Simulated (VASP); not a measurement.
# Zn3SeS2 (an interface model) in VASP: a series of runs

Zn3SeS2 (an interface model) is run at these levels: PBEsol; tasks: single point.

All numbers are computed with VASP 6.6.1; they aren't measurements. Logs are shortened: lines on timing, memory, paths and dates and some standing lists are left out, and cuts for length are marked.

### Step 1. The cell of the first run

The cell holds layers of an interface, 12 atoms: a = 3.983 Å, b = 3.983 Å, c = 18.395 Å, α = 90.00°, β = 90.00°, γ = 120.00°.

### Step 2. Single point, PBEsol

INCAR reads:

```
SYSTEM = Zn3SeS2
ALGO = Normal
EDIFF = 1E-6
ENCUT = 520
GGA = PS
ISIF = 2
ISMEAR = -1
LASPH = .True.
LCHARG = .False.
LREAL = .False.
LWAVE = .False.
NBANDS = 66
NELM = 60
PREC = Accurate
SIGMA = 0.05
```

KPOINTS reads:

```
k-points
0
Gamma
  4 4 1
  0 0 0
```

POSCAR reads:

```
Zn3SeS2
1.0
    2.8166860000     -2.8166860000      0.0000000000
    0.0000000000      2.8166860000     -2.8166860000
   10.6201680000     10.6201680000     10.6201680000
Zn Se S
6 2 4
Direct
    0.0003160000      0.0145100000      0.0009690000
    0.9903570000      0.0024030000      0.5143680000
    0.3346450000      0.6611000000      0.1824460000
    0.3336580000      0.6671460000      0.6729480000
    0.6463820000      0.3427650000      0.3561260000
    0.6711980000      0.3424500000      0.8362040000
    0.0086850000      0.0112690000      0.1318390000
    0.3348480000      0.6557220000      0.3108180000
    0.0084000000      0.0236160000      0.6301590000
    0.3322220000      0.6647550000      0.7977640000
    0.6537600000      0.3123840000      0.4740330000
    0.6594390000      0.3299920000      0.9638940000
```

Potentials or basis: VASP PAW PBE potentials, release 64 (Zn, Se, S).

Launch:

```
$ cat potpaw_PBE.64/Zn/POTCAR potpaw_PBE.64/Se/POTCAR potpaw_PBE.64/S/POTCAR > POTCAR
$ mpirun -np 1 vasp_std > vasp.out
```

OUTCAR:

```text
SYSTEM = Zn3SeS2
   EDIFF = 1E-6
   ENCUT = 520
   GGA = PS
   ISIF = 2
   ISMEAR = -1
   LASPH = .True.
   LREAL = .False.
   NELM = 60
   PREC = Accurate

 ion  position               nearest neighbor table
   1  0.000  0.015  0.001-  12 2.37  12 2.37   7 2.41  12 2.46
   2  0.990  0.002  0.514-   9 2.13  11 2.35  11 2.41  11 2.49
   3  0.335  0.661  0.182-   8 2.36   7 2.43   7 2.51   7 2.51
   4  0.334  0.667  0.673-  10 2.30   9 2.36   9 2.46   9 2.48
   5  0.646  0.343  0.356-  11 2.17   8 2.31   8 2.52   8 2.52
   6  0.671  0.342  0.836-  12 2.35  10 2.39  10 2.39  10 2.44
   7  0.009  0.011  0.132-   1 2.41   3 2.43   3 2.51   3 2.51
   8  0.335  0.656  0.311-   5 2.31   3 2.36   5 2.52   5 2.52
   9  0.008  0.024  0.630-   2 2.13   4 2.36   4 2.46   4 2.48
  10  0.332  0.665  0.798-   4 2.30   6 2.39   6 2.39   6 2.44
  11  0.654  0.312  0.474-   5 2.17   2 2.35   2 2.41   2 2.49
  12  0.659  0.330  0.964-   6 2.35   1 2.37   1 2.37   1 2.46

  LATTYP: Found a hexagonal cell.
 ALAT       =     3.9833955421
 C/A-ratio  =     4.6178368094

  Lattice vectors:

 A1 = (   2.8166860000,  -2.8166860000,   0.0000000000)
 A2 = (   0.0000000000,   2.8166860000,  -2.8166860000)
 A3 = (  10.6201680000,  10.6201680000,  10.6201680000)

Analysis of symmetry for initial positions (statically):
=====================================================================
 Subroutine PRICEL returns:
 Original cell was already a primitive cell.

 Routine SETGRP: Setting up the symmetry group for a
 hexagonal supercell.

 Subroutine GETGRP returns: Found  1 space group operations
 (whereof  1 operations were pure point group operations)
 out of a pool of 24 trial point group operations.

The static configuration has the point symmetry C_1 .

Analysis of symmetry for dynamics (positions and initial velocities):
=====================================================================
 Subroutine PRICEL returns:
 Original cell was already a primitive cell.

 Routine SETGRP: Setting up the symmetry group for a
 hexagonal supercell.

 Subroutine GETGRP returns: Found  1 space group operations
 (whereof  1 operations were pure point group operations)
 out of a pool of 24 trial point group operations.

The dynamic configuration has the point symmetry C_1 .

[... 110 lines left out ...]
   ISYM   =      2    0-nonsym 1-usesym 2-fastsym
   POTIM  = 0.5000    time-step for ionic-motion
   TEBEG  =    0.0;   TEEND  =   0.0 temperature during run
   PSTRESS=    0.0 pullay stress
   NELECT =     108.0000    total number of electrons
   NUPDOWN=      -1.0000    fix difference up-down
   EMIN   =  10.00;   EMAX   =-10.00  energy-range for DOS
   EFERMI =   0.00;   METHOD = LEGACY
   ISMEAR =    -1;   SIGMA  =   0.05  broadening in eV -4-tet -1-fermi 0-gaus
   EFERMI_NEDOS =   21; number of points for ismear=-14 and -15
   IALGO  =     38    algorithm
   IMIX   =      4    mixing-type and parameters
     AMIX     =   0.40;   BMIX     =  1.00
     AMIX_MAG =   1.60;   BMIX_MAG =  1.00
  volume/ion in A,a.u.               =      21.06       142.15
  Fermi-wavevector in a.u.,A,eV,Ry     =   1.233028  2.330085 20.685725  1.520358
  Thomas-Fermi vector in A             =   2.367775
   LORBIT       =      0    0 simple, 1 ext, 2 COOP (PROOUT), +10 PAW based schemes
   GGA     = PS    functional components
   LHFCALC =     F    Hartree Fock is set to
   AEXX    =    0.0000 exact exchange contribution
   IVDW    =     0    specifies the selected vdW correction
   LEPSILON=     F    determine dielectric tensor
   LRPA    =     F    only Hartree local field effects (RPA)
 non-spin polarized calculation
  energy-cutoff  :      520.00
  volume of cell :      252.77
 maximum number of plane-waves:      6843
 NGX is ok and might be reduce to    30
   NGX = 15   NGY = 15   NGZ = 69

 number of electron     107.9999993 magnetization

 Free energy of the ion-electron system (eV)
  ---------------------------------------------------
  ext. energy  EPLUGINS =         0.00000000
  ---------------------------------------------------
  free energy    TOTEN  =       -42.98762590 eV

  energy without entropy =      -42.98762044  energy(sigma->0) =      -42.98762317

 E-fermi :   2.6797     XC(G=0):  -9.6523

 val. band max:        2.1634851944   @ k =   0.0000   0.0000   0.0000
 cond. band min:       3.1880567363   @ k =   0.0000   0.0000   0.0000
 fundamental gap:      1.0245715419
 Fermi energy:         2.6796675042

 k-point     1 :       0.0000    0.0000    0.0000
  band No.  band energies     occupation
      1     -11.5826      2.00000
      2     -11.2598      2.00000
      3     -11.1284      2.00000
      4     -10.7711      2.00000
      5     -10.6463      2.00000
      6     -10.3411      2.00000
[... 679 lines left out ...]
     65       7.8237      0.00000
     66       8.1418      0.00000

------------------------ aborting loop because EDIFF is reached ----------------------------------------

  FORCE on cell =-STRESS in cart. coord.  units (eV):
  Direction    XX          YY          ZZ          XY          YZ          ZX
  --------------------------------------------------------------------------------------
  -------------------------------------------------------------------------------------
  Total       -1.8988617     -2.3082509     -2.1356836      3.9665394      3.7865824      5.3058970
  in kB      -12.0357847    -14.6306656    -13.5368614     25.1415961     24.0009529     33.6310079
  external PRESSURE =     -13.4011039 kB  Pullay stress =       0.0000000 kB

 VOLUME and BASIS-vectors are now :
 -----------------------------------------------------------------------------
  energy-cutoff  :      520.00
  volume of cell :      252.77
      direct lattice vectors                 reciprocal lattice vectors
     2.816686000 -2.816686000  0.000000000     0.236684766 -0.118342383 -0.118342383
     0.000000000  2.816686000 -2.816686000     0.118342383  0.118342383 -0.236684766
    10.620168000 10.620168000 10.620168000     0.031386823  0.031386823  0.031386823

 POSITION                                       TOTAL-FORCE (eV/Angst)
 -----------------------------------------------------------------------------------
      0.01118      0.05027     -0.03058        -0.097503     -0.137244      0.151708
      8.25220      2.67992      5.45591        -0.990598     -1.174901     -0.730369
      2.88020      2.85713      0.07550        -0.275233     -0.275981     -0.603247
      8.08663      8.08615      5.26768        -0.046921     -0.002892     -0.400030
      5.60277      2.92692      2.81666        -0.141211     -1.284042     -0.169754
     10.77118      7.95465      7.91605         0.056471      0.063941      0.244375
      1.42462      1.40743      1.36841         0.118574      0.105408      0.517991
      4.24410      4.20474      1.45398        -0.409268      0.825600     -0.406528
      6.71605      6.73525      6.62588         1.060007      0.984822      1.493971
      9.40815      9.40903      6.59998         0.100380      0.115925     -0.095362
      6.87575      4.07276      4.15442         0.709465      0.867890      0.403350
     12.09415      9.30877      9.30723        -0.084164     -0.088526     -0.406106
 -----------------------------------------------------------------------------------
    total drift:                               -0.000283     -0.001485     -0.000108

  FREE ENERGIE OF THE ION-ELECTRON SYSTEM (eV)
  ---------------------------------------------------
  free  energy   TOTEN  =       -42.9876258970 eV

  energy  without entropy=      -42.9876204382  energy(sigma->0) =      -42.98762317
```

Run time: 5.9 min. Hardware: 1 thread of Intel Xeon 8259CL, shared host; peak memory 0.42 GiB.

Results:

| Quantity | Value |
| --- | --- |
| Free energy | -42.9876 eV |
| Pressure | -1.3 GPa |
| Largest force | 2.080 eV/Å |
| Band gap on the k mesh | 1.02 eV |

Forces on the atoms (eV/Å):
```
Zn  -0.098 -0.137  0.152
Zn  -0.991 -1.175 -0.730
Zn  -0.275 -0.276 -0.603
Zn  -0.047 -0.003 -0.400
Zn  -0.141 -1.284 -0.170
Zn   0.056  0.064  0.244
Se   0.119  0.105  0.518
Se  -0.409  0.826 -0.407
S    1.060  0.985  1.494
S    0.100  0.116 -0.095
S    0.709  0.868  0.403
S   -0.084 -0.089 -0.406
```

Levels at points of the mesh, in eV from the valence-band top:
```
           k point  band 51  band 52  band 53  band 54  band 55  band 56  band 57  band 58
(0.00, 0.00, 0.00)    -0.50    -0.38    -0.09     0.00     1.02     1.83     2.01     2.11
(0.50, 0.00, 0.00)    -1.86    -1.55    -1.17    -0.92     2.42     2.47     2.90     3.06
(0.00, 0.50, 0.00)    -1.88    -1.54    -1.19    -0.92     2.41     2.46     2.81     3.10
(0.50, 0.50, 0.00)    -1.86    -1.54    -1.20    -0.93     2.43     2.49     2.95     3.07
```

Caveat: the k points lie up to 0.46 Å⁻¹ apart; the PAW data sets were made with another functional, which shifts forces and pressure a little.

### Step 3. Single point, PBEsol

INCAR reads:

```
  ALGO = Normal
  EDIFF = 1E-7
  ENCUT = 520
  GGA = PS
  ISIF = 2
  ISMEAR = -1
  LASPH = T
  LCHARG = T
  LELF = T
  LREAL = F
  LVHAR = T
  LWAVE = F
  NBANDS = 66
  NELECT = 109.0
  NELM = 100
  PREC = Accurate
  SIGMA = 0.05
```

KPOINTS reads:

```
k-points
0
Gamma
  4 4 1
```

POSCAR is that of step 2.

Potentials or basis: VASP PAW PBE potentials, release 64 (Zn, Se, S).

Launch:

```
$ cat potpaw_PBE.64/Zn/POTCAR potpaw_PBE.64/Se/POTCAR potpaw_PBE.64/S/POTCAR > POTCAR
$ mpirun -np 1 vasp_std > vasp.out
```

It took 7.9 min on 1 thread of Intel Xeon 8259CL, shared host; peak memory 0.42 GiB.

Results (log left out):

| Item | Value |
| --- | --- |
| Free energy | -38.7468 eV |
| Largest force | 2.160 eV/Å |

Forces in eV/Å, atoms in the order of the input:
```
Zn  -0.287 -0.310 -0.036
Zn  -1.022 -1.197 -0.757
Zn  -0.243 -0.235 -0.575
Zn  -0.147 -0.086 -0.491
Zn  -0.096 -1.218 -0.132
Zn  -0.094 -0.084  0.077
Se   0.165  0.139  0.557
Se  -0.397  0.820 -0.382
S    1.121  1.031  1.532
S    0.211  0.218  0.020
S    0.725  0.866  0.430
S    0.063  0.055 -0.242
```

Levels at points of the mesh, in eV from the Fermi level:
```tsv
k point	band 51	band 52	band 53	band 54	band 55	band 56	band 57	band 58
(0.00, 0.00, 0.00)	-3.13	-2.86	-2.77	-2.66	-1.41	-0.47	-0.36	-0.27
(0.50, 0.00, 0.00)	-4.22	-4.07	-3.69	-3.53	-0.02	0.02	0.45	0.56
(0.00, 0.50, 0.00)	-4.25	-4.05	-3.70	-3.53	-0.02	-0.01	0.36	0.63
(0.50, 0.50, 0.00)	-4.21	-4.08	-3.71	-3.55	0.03	0.04	0.52	0.59
```

Caveat: the k points lie up to 0.46 Å⁻¹ apart, too coarse for converged energies and pressures of a metal; the cell carries a net charge on a neutralising background, which shifts energy and pressure; the cell is charged against a uniform background, so pressure and absolute levels hang on convention; the PAW data sets were made with another functional, which shifts forces and pressure a little.

### Step 4. Single point, PBEsol

INCAR reads:

```
  PREC = Accurate
  ENCUT = 520
  EDIFF = 1E-6
  ISMEAR = -1
  SIGMA = 0.05
  LREAL = False
  LASPH = True
  NELM = 100
  ALGO = Normal
  ISIF = 2
  LWAVE = False
  LCHARG = True
  GGA = PS
  LELF = True
  LVHAR = True
  NBANDS = 66
```

KPOINTS reads:

```
Automatic mesh
0
Gamma
  4 4 1
```

POSCAR is that of step 3.

Launch:

```
$ cat potpaw_PBE.64/Zn/POTCAR potpaw_PBE.64/Se/POTCAR potpaw_PBE.64/S/POTCAR > POTCAR
$ mpirun -np 1 vasp_std > vasp.out
```

Wall time 7.3 min (1 thread of Intel Xeon 8259CL, shared host); peak memory 0.42 GiB.

It converged, with:

```
Free energy            : -42.9876 eV
Pressure               : -1.3 GPa
Largest force          : 2.080 eV/Å
Band gap on the k mesh : 1.02 eV
```

Forces on the atoms (eV/Å):
```
Zn  -0.098 -0.137  0.152
Zn  -0.991 -1.175 -0.730
Zn  -0.275 -0.276 -0.603
Zn  -0.047 -0.003 -0.400
Zn  -0.141 -1.284 -0.170
Zn   0.056  0.064  0.244
Se   0.119  0.105  0.518
Se  -0.409  0.826 -0.407
S    1.060  0.985  1.494
S    0.100  0.116 -0.095
S    0.709  0.868  0.403
S   -0.084 -0.089 -0.406
```

Stress tensor (GPa, compression positive):
```
-1.20  2.51  3.36
 2.51 -1.46  2.40
 3.36  2.40 -1.35
```

Levels at points of the mesh, in eV from the valence-band top:
```
           k point  band 51  band 52  band 53  band 54  band 55  band 56  band 57  band 58
(0.00, 0.00, 0.00)    -0.50    -0.38    -0.09     0.00     1.02     1.83     2.01     2.11
(0.50, 0.00, 0.00)    -1.86    -1.55    -1.17    -0.92     2.42     2.47     2.90     3.06
(0.00, 0.50, 0.00)    -1.88    -1.54    -1.19    -0.92     2.41     2.46     2.81     3.10
(0.50, 0.50, 0.00)    -1.86    -1.54    -1.20    -0.93     2.43     2.49     2.95     3.07
```

Caveat: the k points lie up to 0.46 Å⁻¹ apart; the PAW data sets were made with another functional, which shifts forces and pressure a little.
